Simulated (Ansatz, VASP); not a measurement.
## Two plane-wave programs on PbF2

File INCAR:

```
SYSTEM = PbF2
PREC = Accurate
ENCUT = 520
EDIFF = 1E-7
ISMEAR = 0
SIGMA = 0.02
LREAL = .FALSE.
LASPH = .TRUE.
NELM = 60
ALGO = Normal
ISIF = 2
LWAVE = .FALSE.
LCHARG = .TRUE.
GGA = PS
LELF = .TRUE.
LVHAR = .TRUE.
NBANDS = 21
```

KPOINTS

```
Automatic mesh
0
G
  8 8 8
  0 0 0
```

File POSCAR:

```
PbF2
1.0
    0.0000000000      2.8918617390      2.9231045610
    2.8356721770      0.0296094045      2.8934951565
    2.8356721770      2.8622523345      0.0296094045
Pb F
1 2
Direct
    0.0581514971     -0.0581514971     -0.0581514971
    0.2319293749      0.2680706251      0.2680706251
    0.7099191280      0.7900808720      0.7900808720
```

Input for Ansatz:

```yaml
crystal:
  lattice:
    - [0.0, 2.891861739, 2.923104561]
    - [2.835672177, 0.0296094045, 2.8934951565]
    - [2.835672177, 2.8622523345, 0.0296094045]
  atoms:
    - { symbol: Pb, position: [0.0581514971, -0.0581514971, -0.0581514971] }
    - { symbol: F, position: [0.2319293749, 0.2680706251, 0.2680706251] }
    - { symbol: F, position: [0.709919128, 0.790080872, 0.790080872] }
basis:
  ecutwfc: 420
kpoints:
  mp_grid: { grid: [8, 8, 8] }
hamiltonian:
  xc: pbesol
scf:
  occupations: { method: gaussian, width: 0.02 }
output:
  forces: true
  stress: true
  eigenvalues: true
  populations: true
```

Alike in both runs: task single point; functional PBEsol; k mesh 8 × 8 × 8; occupations gaussian, width 0.02 eV; no spin polarisation.

```csv
,VASP,Ansatz
version,VASP 6.6.1,Ansatz 0.2.0
potentials or method,"VASP PAW PBE potentials, release 64 (Pb_d, F), cutoff 520 eV","scalar-relativistic, plane waves, PAW"
valence electrons in the cell,28,28
```

VASP gave:

| Property | Result |
| --- | --- |
| gap on the k mesh at the Fermi level (eV) | 3.81 |
| least direct gap on the mesh (eV) | 4.39 |
| pressure (GPa) | 15.8 |
| traceless stress, the component that is largest in VASP (GPa) | -2.53 |
| rms of the force components (eV/Å) | 0.894 |

Estimate Ansatz's values.

gap on the k mesh at the Fermi level (eV): 3.82; least direct gap on the mesh (eV): 4.39; pressure (GPa): 15.9; traceless stress, the component that is largest in VASP (GPa): -2.38; rms of the force components (eV/Å): 0.875.

VASP's potentials were made for PBE, not for PBEsol. Atom by atom the forces differ by 0.019 eV/Å (rms over components).

Neither program's run includes spin-orbit coupling.
